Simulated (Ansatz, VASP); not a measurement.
# One calculation of Li, two programs

```
Li
1.0
     3.05237    0.00000    0.00000
    -1.52618    2.64343    0.00000
     0.00000    0.00000    5.01114
Li
2
Direct
  0.33333 0.66667 0.25000
  0.66667 0.33333 0.75000
```

Alike in both runs: functional PBE; k mesh 18 × 18 × 10; occupations gaussian, width 0.1 eV; no spin polarisation.

Ansatz relaxed the structure, and its values are those at the end. VASP's run is a single point on that final structure, the one shown.

|  | VASP | Ansatz |
| --- | --- | --- |
| version | VASP 6.6.1 | Ansatz 0.2.0 |
| potentials or method | VASP PAW PBE potentials, release 64 (Li_sv), cutoff 750 eV | scalar-relativistic, plane waves, PAW |
| valence electrons in the cell | 6 | 6 |

```csv
,VASP,Ansatz,Ansatz less VASP
gap on the k mesh at the Fermi level (eV),none,none,-
pressure (GPa),-0.1,0.0,+0.13
```

A gap of «none» marks a metal or a gap that the smearing closes. With one functional, cell and mesh, what is left measures potentials, basis and numerics.
